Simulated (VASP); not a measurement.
Wanted: the native input for a VASP 6.6.1 run.

- Task: single point
- Functional: LDA
- Potentials or basis: VASP PAW LDA potentials, release 64 (Ag, B)
- Cutoff: 520 eV
- k mesh: 18 × 18 × 10
- Occupations: gaussian, width 0.1 eV
- Spin: no spin polarisation
- Dipole correction: no
- Further INCAR settings: ALGO = Normal; EDIFF = 1e-06; NBANDS = 16

The structure of AgB2 lies in POSCAR:

```
AgB2
1.0
    2.9800360184      0.0000000000      0.0000000000
   -1.4900180092      2.5807868961      0.0000000000
    0.0000000000      0.0000000000      3.9074639566
Ag B
1 2
Direct
    0.0000000000      0.0000000000      0.0000000000
    0.3333333333      0.6666666667      0.5000000000
    0.6666666667      0.3333333333      0.5000000000
```

These files were run (other wordings do the same):

INCAR

```
SYSTEM = AgB2
  ALGO = Normal
  EDIFF = 1E-6
  ENCUT = 520
  ISIF = 2
  ISMEAR = 0
  LASPH = .TRUE.
  LCHARG = .TRUE.
  LELF = .TRUE.
  LREAL = .FALSE.
  LVHAR = .TRUE.
  LWAVE = .FALSE.
  NBANDS = 16
  NELM = 60
  PREC = Accurate
  SIGMA = 0.1
```

KPOINTS

```
k-points
0
G
  18 18 10
  0 0 0
```

Potentials or basis: VASP PAW LDA potentials, release 64 (Ag, B).

Command:

```bash
$ cat potpaw_LDA.64/Ag/POTCAR potpaw_LDA.64/B/POTCAR > POTCAR
$ mpirun -np 1 vasp_std > vasp.out
```

Results of the run:

```json
{"Pressure": "0.2 GPa"}
```

It took 2.2 min on 1 thread of Intel(R) Xeon(R) Platinum 8488C (Sapphire Rapids) (shared host), peak memory 0.21 GiB.
